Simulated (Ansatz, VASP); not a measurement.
**CsI: VASP beside Ansatz**

Contents of POSCAR:

```
CsI
1.0
    4.5667000000      0.0000000000      0.0000000000
    0.0000000000      4.5667000000      0.0000000000
    0.0000000000      0.0000000000      4.5438665000
Cs I
1 1
Direct
    0.0000000000      0.0000000000      0.0000000000
    0.5000000000      0.5000000000      0.5000000000
```

INCAR.step1

```
PREC = Accurate
ENCUT = 550
ISMEAR = 0
SIGMA = 0.05
LREAL = F
LASPH = T
NELM = 120
NBANDS = 15
GGA = PE
ALGO = Normal
EDIFF = 1E-5
LWAVE = T
LCHARG = F
GGA_COMPAT = F
```

INCAR.step2

```
PREC = Accurate
ENCUT = 550
EDIFF = 1E-6
ISMEAR = 0
SIGMA = 0.05
LREAL = F
LASPH = T
NELM = 120
ALGO = Normal
ISIF = 2
LWAVE = F
LCHARG = F
METAGGA = R2SCAN
LMIXTAU = T
NBANDS = 15
ISTART = 1
GGA_COMPAT = F
```

KPOINTS

```
regular mesh
0
Gamma
  6 6 6
```

Input for Ansatz:

```yaml
crystal:
  lattice:
    - [4.5667, 0.0, 0.0]
    - [0.0, 4.5667, 0.0]
    - [0.0, 0.0, 4.5438665]
  atoms:
    - { symbol: Cs, position: [0.0, 0.0, 0.0] }
    - { symbol: I, position: [0.5, 0.5, 0.5] }
basis:
  ecutwfc: 500
kpoints:
  mp_grid: { grid: [6, 6, 6] }
hamiltonian:
  xc: r2scan
scf:
  occupations: { method: gaussian, width: 0.05 }
output:
  forces: true
  stress: true
  eigenvalues: true
```

Change from the starting cell: strain -0.0050 x Voigt [0, 0, 1, 0, 0, 0], atoms carried along.

Alike in both runs: task single point; functional r2SCAN; k mesh 6 × 6 × 6; occupations gaussian, width 0.05 eV; no spin polarisation.

|  | VASP | Ansatz |
| --- | --- | --- |
| version | VASP 6.6.1 | Ansatz 0.2.0 |
| potentials or method | VASP PAW PBE potentials, release 64 (Cs_sv, I), cutoff 550 eV | scalar-relativistic, plane waves, PAW |
| valence electrons in the cell | 16 | 26 |

VASP gave:

| Property | Result |
| --- | --- |
| gap on the k mesh at the Fermi level (eV) | 4.58 |
| least direct gap on the mesh (eV) | 4.67 |
| pressure (GPa) | 0.5 |
| traceless stress, the component that is largest in VASP (GPa) | 0.06 |

Q: What did Ansatz give for the same quantities?

A: gap on the k mesh at the Fermi level (eV): 4.60; least direct gap on the mesh (eV): 4.68; pressure (GPa): 0.4; traceless stress, the component that is largest in VASP (GPa): 0.06.

VASP's potentials were made for PBE, not for r2SCAN. With one functional, cell and mesh, what is left measures potentials, basis and numerics. VASP's potentials hold 16 valence electrons a cell and Ansatz's 26, so a difference there can come from the potentials and not from the codes.

Neither program's run includes spin-orbit coupling.
